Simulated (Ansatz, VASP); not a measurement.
PbSe: VASP beside Ansatz

File INCAR:

```
SYSTEM = PbSe
  ALGO = Normal
  EDIFF = 1E-6
  ENCUT = 520
  GGA = PE
  ISIF = 2
  ISMEAR = 0
  LASPH = .True.
  LCHARG = .False.
  LREAL = .False.
  LWAVE = .False.
  NBANDS = 17
  NELM = 100
  PREC = Accurate
  SIGMA = 0.03
```

The input KPOINTS:

```
k-points
0
Gamma
  10 10 10
  0 0 0
```

The input POSCAR:

```
PbSe
1.0
    0.0000000000      3.0621500000      3.0621500000
    3.0621500000      0.0000000000      3.0621500000
    3.0621500000      3.0621500000      0.0000000000
Pb Se
1 1
Direct
    0.0000000000      0.0000000000      0.0000000000
    0.4836716033      0.4836716033      0.4932365566
```

Input for Ansatz:

```yaml
crystal:
  lattice:
    - [0.0, 3.06215, 3.06215]
    - [3.06215, 0.0, 3.06215]
    - [3.06215, 3.06215, 0.0]
  atoms:
    - { symbol: Pb, position: [0.0, 0.0, 0.0] }
    - { symbol: Se, position: [0.4836716033, 0.4836716033, 0.4932365566] }
basis:
  ecutwfc: 420
kpoints:
  mp_grid: { grid: [10, 10, 10] }
hamiltonian:
  xc: pbe
scf:
  occupations: { method: gaussian, width: 0.03 }
output:
  forces: true
  stress: true
  eigenvalues: true
  write_density: true
  write_potential: true
  elf: true
  volumetric_format: npy
```

Alike in both runs: task single point; functional PBE; k mesh 10 × 10 × 10; occupations gaussian, width 0.03 eV; no spin polarisation.

|  | VASP | Ansatz |
| --- | --- | --- |
| version | VASP 6.6.1 | Ansatz 0.2.0 |
| potentials or method | VASP PAW PBE potentials, release 64 (Pb_d, Se), cutoff 520 eV | scalar-relativistic, plane waves, PAW |
| valence electrons in the cell | 20 | 30 |

```csv
,VASP,Ansatz,Ansatz less VASP
gap on the k mesh at the Fermi level (eV),0.35,0.35,-0.005
least direct gap on the mesh (eV),0.35,0.35,-0.005
pressure (GPa),2.6,2.6,+0.02
"traceless stress, the component that is largest in VASP (GPa)",0.14,0.14,-0.001
rms of the force components (eV/Å),0.071,0.069,-0.0018
```

Atom by atom the forces differ by 0.002 eV/Å (rms over components). VASP's potentials hold 20 valence electrons a cell and Ansatz's 30, so a difference there can come from the potentials and not from the codes.

Neither program's run includes spin-orbit coupling.
